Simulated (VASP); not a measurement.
MgS (Niningerite), 2 atoms in the cell. The structure is cubic, space group Fm-3m (No. 225). Conventional cell: a = 5.203 Å, b = 5.203 Å, c = 5.203 Å, α = 90.00°, β = 90.00°, γ = 90.00°. S (site symmetry m-3m) has 6 Mg at 2.60 Å within 3.4 Å. Mg (site symmetry m-3m) has 6 S at 2.60 Å within 3.4 Å. 

- Program: VASP 6.6.1
- Task: single point
- Functional: HSE06
- Potentials or basis: VASP PAW PBE potentials, release 64 (S, Mg)
- Cutoff: 520 eV
- k mesh: 5 × 5 × 5
- Occupations: fermi-dirac, width 0.05 eV
- Spin: no spin polarisation
- Dipole correction: no
- Grid for exact exchange (PRECFOCK): Normal
- Further INCAR settings: ALGO = Normal; EDIFF = 1e-07; NBANDS = 11
- Screening parameter: 0.2079 1/Å

Potentials or basis: VASP PAW PBE potentials, release 64 (S, Mg).

The run is started by

```console
$ cat potpaw_PBE.64/S/POTCAR potpaw_PBE.64/Mg/POTCAR > POTCAR
$ cp INCAR.step1 INCAR
$ mpirun -np 1 vasp_std > vasp.out
$ cp INCAR.step2 INCAR
$ mpirun -np 1 vasp_std > vasp.out
```

Hardware: 1 thread of Intel(R) Xeon(R) Platinum 8375C CPU @ 2.90GHz (Ice Lake), on a shared host.

Problem. Estimate the wall time of this run.

Solution. Wall time 6.4 min on 1 thread of Intel(R) Xeon(R) Platinum 8375C CPU @ 2.90GHz (Ice Lake), with other jobs on the host, peak memory 0.27 GiB. Counts: k points 10.
